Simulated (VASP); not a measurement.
Sn3Mo2:

```
CELL_PARAMETERS angstrom
4.96322 0.00000 0.00000
0.00000 4.96322 0.00000
0.00000 0.00000 4.96322
ATOMIC_POSITIONS crystal
Sn 0.00000 0.50000 0.50000
Sn 0.50000 0.00000 0.50000
Sn 0.50000 0.50000 0.00000
Mo 0.00000 0.00000 0.00000
Mo 0.50000 0.50000 0.50000
```

The cell was built from a structure type or drawn by symmetry, and may not be a known phase.

| Item | Value |
| --- | --- |
| Program | VASP 6.6.1 |
| Task | relaxation of cell and atoms |
| Functional | PBE |
| Potentials or basis | VASP PAW PBE potentials, release 64 (Sn_d, Mo_sv) |
| Cutoff | 600 eV |
| k mesh | 4 × 4 × 4 |
| Occupations | gaussian, width 0.1 eV |
| Spin | no spin polarisation |

At the start: pressure 9.2 GPa; volume 24.45 Å³/atom.

Problem. Where does the relaxation end?

Solution. Over 3 steps the energy falls by 71.8 meV/atom and the volume is 27.24 Å³/atom (+11.4 %); space group Pm-3m (No. 221, to 0.1 Å) before and after.

The path:
| step | energy change (eV) | largest force (eV/Å) | pressure (GPa) | volume (Å³) |
| --- | --- | --- | --- | --- |
| 1 | 0.0000 | 0.0000 | 9.20 | 122.26 |
| 2 | -0.1459 | 0.0000 | -4.93 | 148.83 |
| 3 | -0.3592 | 0.0000 | -0.06 | 136.19 |

Final structure:
```
Sn Mo
1.0
     5.14498    0.00000    0.00000
     0.00000    5.14498    0.00000
     0.00000    0.00000    5.14498
Sn Mo
3 2
Direct
  0.00000 0.50000 0.50000
  0.50000 0.00000 0.50000
  0.50000 0.50000 0.00000
  0.00000 0.00000 0.00000
  0.50000 0.50000 0.50000
```
